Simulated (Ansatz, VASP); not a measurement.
# CO2: VASP beside Ansatz

```xyz
6
Lattice="-1.9747 1.9747 3.0141 1.9747 -1.9747 3.0141 1.9747 1.9747 -3.0141" Properties=species:S:1:pos:R:3 pbc="T T T"
C     0.0000    1.9747    1.5070
C     0.0000    0.0000    0.0000
O    -0.9874    1.3223    2.2605
O     0.6525    0.9874    0.7535
O     2.9621    0.6525   -0.7535
O     1.3223    0.9874    3.7676
```

Alike in both runs: task single point; functional r2SCAN; dispersion D3(BJ); k mesh 6 × 6 × 6; no spin polarisation.

|  | VASP | Ansatz |
| --- | --- | --- |
| version | VASP 6.6.1 | Ansatz 0.2.0 |
| potentials or method | VASP PAW PBE potentials, release 64 (C, O), cutoff 660 eV | plane waves, PAW |
| occupations | gaussian, width 0.01 eV | fixed |
| valence electrons in the cell | 32 | 32 |

|  | VASP | Ansatz | Ansatz less VASP |
| --- | --- | --- | --- |
| gap on the k mesh at the Fermi level (eV) | 8.40 | 8.51 | +0.109 |

VASP's potentials were made for PBE, not for r2SCAN. Ansatz's warnings: dispersion damping borrowed.
